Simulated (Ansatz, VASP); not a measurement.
# ZnO: VASP beside Ansatz

```
Zn O
1.0
     2.59215    0.00000    0.00000
     0.00000    2.59215    0.00000
     0.00000    0.00000    2.59215
Zn O
1 1
Direct
  0.00000 0.00000 0.00000
  0.50000 0.50000 0.50000
```

Alike in both runs: task single point; functional r2SCAN; k mesh 8 × 8 × 8; occupations fermi-dirac, width 0.02 eV; no spin polarisation.

```csv
,VASP,Ansatz
version,VASP 6.6.1,Ansatz 0.2.0
potentials or method,"VASP PAW PBE potentials, release 64 (Zn, O)","plane waves, PAW"
plane-wave cutoff (eV),520,500
valence electrons in the cell,18,18
```

|  | VASP | Ansatz | Ansatz less VASP |
| --- | --- | --- | --- |
| pressure (GPa) | 15.0 | 13.2 | -1.72 |

VASP's potentials were made for PBE, not for r2SCAN.
